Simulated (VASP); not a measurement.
## BAs: single point with HSE06

Crystal: BAs.

```xyz
2
Lattice="0.0000 2.3919 2.4158 2.3919 0.0000 2.4158 2.3919 2.3919 0.0000" Properties=species:S:1:pos:R:3 pbc="T T T"
B     0.0000    0.0000    0.0000
As    1.1959    1.1959    1.2079
```

This cell differs from its parent crystal: uniaxial z strain +1.0%.

```json
{"Program": "VASP 6.6.1", "Task": "single point", "Functional": "HSE06", "Potentials or basis": "VASP PAW PBE potentials, release 64 (B, As)", "Cutoff": "520 eV", "k mesh": "6 × 6 × 6", "Occupations": "gaussian, width 0.01 eV", "Spin": "no spin polarisation", "Dipole correction": "no", "Grid for exact exchange (PRECFOCK)": "Normal", "Further INCAR settings": "ALGO = Normal; EDIFF = 1e-06; NBANDS = 11", "Share of exact exchange": "0.25", "Screening parameter": "0.2079 1/Å"}
```

The pressure is -2.6 GPa and the band gap on the k mesh is 1.88 eV (least direct gap 4.04 eV).

Stress tensor (GPa, compression positive):
```
-1.82  0.00  0.00
 0.00 -1.82  0.00
 0.00  0.00 -4.05
```

Levels at points of the mesh, in eV from the valence-band top:
```
           k point  band 2  band 3  band 4  band 5  band 6  band 7
(0.00, 0.00, 0.00)   -0.10    0.00    0.00    4.04    4.04    4.10
(0.50, 0.00, 0.00)   -9.62   -2.06   -1.93    3.43    5.60    5.69
(0.50, 0.50, 0.00)   -9.49   -4.37   -4.37    2.14    2.21   12.76
(0.50, 0.00, 0.50)   -9.40   -4.47   -4.45    2.02    2.08   12.69
```

Run time: 33 min on 1 thread of Intel Xeon 8259CL (shared host), peak memory 0.25 GiB.

Caveat: the cell differs from its parent crystal (uniaxial z strain +1.0%); the PAW data sets were made with another functional, which shifts forces and pressure a little. A k mesh can miss the band edges.
